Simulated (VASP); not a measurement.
# Rh: electric field gradients with PBEsol

Crystal: Rh.

```
CELL_PARAMETERS angstrom
0.00000 1.90155 1.88253
1.90155 0.00000 1.88253
1.90155 1.90155 0.00000
ATOMIC_POSITIONS crystal
Rh 0.00000 0.00000 0.00000
```

This cell differs from its parent crystal: zz strain of -1 %.

| Property | Result |
| --- | --- |
| Program | VASP 6.6.1 |
| Task | electric field gradients |
| Functional | PBEsol |
| Potentials or basis | VASP PAW PBE potentials, release 64 (Rh_pv) |
| Cutoff | 400 eV |
| k mesh | 16 × 16 × 16 |
| Occupations | fermi-dirac, width 0.08 eV |
| Spin | no spin polarisation |
| Dipole correction | no |
| Further INCAR settings | ALGO = Normal; EDIFF = 1e-08; NBANDS = 14 |

* Pressure: -3.3 GPa
* Band gap on the k mesh: zero (an odd number of electrons rules out a gap without spin polarisation)
* Largest electric field gradient by atom: Rh -1.0 V/Å²

Stress tensor (GPa, compression positive):
```
-4.18  0.00  0.00
 0.00 -4.18  0.00
 0.00  0.00 -1.69
```

Levels at points of the mesh, in eV from the Fermi level:
```
           k point  band 5  band 6  band 7  band 8  band 9  band 10
(0.00, 0.00, 0.00)   -3.17   -3.17   -3.06   -1.06   -0.93    15.93
(0.50, 0.00, 0.00)   -3.27   -3.15    0.57    0.63    0.64     8.70
(0.50, 0.50, 0.00)   -6.07    0.57    1.02    1.02    3.34    12.55
(0.50, 0.00, 0.50)   -6.06    0.58    0.97    1.06    3.12    12.26
```

Electric field gradients, principal values (V/Å²):
```tsv
atom	least	middle	greatest (by size)
1 Rh	0.476	0.477	-0.953
```

Run time: 26 s on 1 thread of Intel(R) Xeon(R) Platinum 8375C CPU @ 2.90GHz (Ice Lake), on a shared host, peak memory 0.15 GiB.

Caveat: the cell differs from its parent crystal (zz strain of -1 %); the cell stands under tension; without QUAD_EFG the Cq values of the log hold for a quadrupole moment of 1 mb, not for the nuclei; the PAW data sets were made with another functional, which shifts forces and pressure a little.
